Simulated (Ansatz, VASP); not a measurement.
**One calculation of P4Ir, two programs**

INCAR

```
PREC = Accurate
ENCUT = 520
EDIFF = 1E-6
ISMEAR = 0
SIGMA = 0.1
LREAL = F
LASPH = T
NELM = 80
ALGO = Normal
ISIF = 2
LWAVE = F
LCHARG = T
GGA = PE
LELF = T
LVHAR = T
NBANDS = 22
```

The input KPOINTS:

```
regular mesh
0
Gamma
  4 4 4
```

The input POSCAR:

```
P4Ir
1.0
    4.5850040500      0.0000000000      0.0000000000
    0.0000000000      4.5850040500      0.0000000000
    0.0000000000      0.0000000000      4.5850040500
P Ir
4 1
Direct
    0.0000000000      0.0000000000      0.0000000000
    0.5000000000      0.5000000000      0.0000000000
    0.5000000000      0.0000000000      0.5000000000
    0.0000000000      0.5000000000      0.5000000000
    0.5000000000      0.5000000000      0.5000000000
```

Input for Ansatz:

```yaml
crystal:
  lattice:
    - [4.58500405, 0.0, 0.0]
    - [0.0, 4.58500405, 0.0]
    - [0.0, 0.0, 4.58500405]
  atoms:
    - { symbol: P, position: [0.0, 0.0, 0.0] }
    - { symbol: P, position: [0.5, 0.5, 0.0] }
    - { symbol: P, position: [0.5, 0.0, 0.5] }
    - { symbol: P, position: [0.0, 0.5, 0.5] }
    - { symbol: Ir, position: [0.5, 0.5, 0.5] }
basis:
  ecutwfc: 420
kpoints:
  mp_grid: { grid: [4, 4, 4] }
hamiltonian:
  xc: pbe
scf:
  occupations: { method: gaussian, width: 0.1 }
  lower_state_search: "off"
output:
  forces: true
  stress: true
  eigenvalues: true
```

Change from the starting cell: species swapped into the Mn4N type (Pm-3m, No. 221).

Alike in both runs: task single point; functional PBE; k mesh 4 × 4 × 4; occupations gaussian, width 0.1 eV; no spin polarisation.

```csv
,VASP,Ansatz
version,VASP 6.6.1,Ansatz 0.2.0
potentials or method,"VASP PAW PBE potentials, release 64 (P, Ir), cutoff 520 eV","scalar-relativistic, plane waves, PAW"
valence electrons in the cell,29,37
```

|  | VASP | Ansatz | Ansatz less VASP |
| --- | --- | --- | --- |
| gap on the k mesh at the Fermi level (eV) | none | none | - |
| pressure (GPa) | 1.2 | 0.9 | -0.33 |

A gap of «none» marks a metal or a gap that the smearing closes. VASP's potentials hold 29 valence electrons a cell and Ansatz's 37, so a difference there can come from the potentials and not from the codes.

Spin-orbit coupling is off throughout.
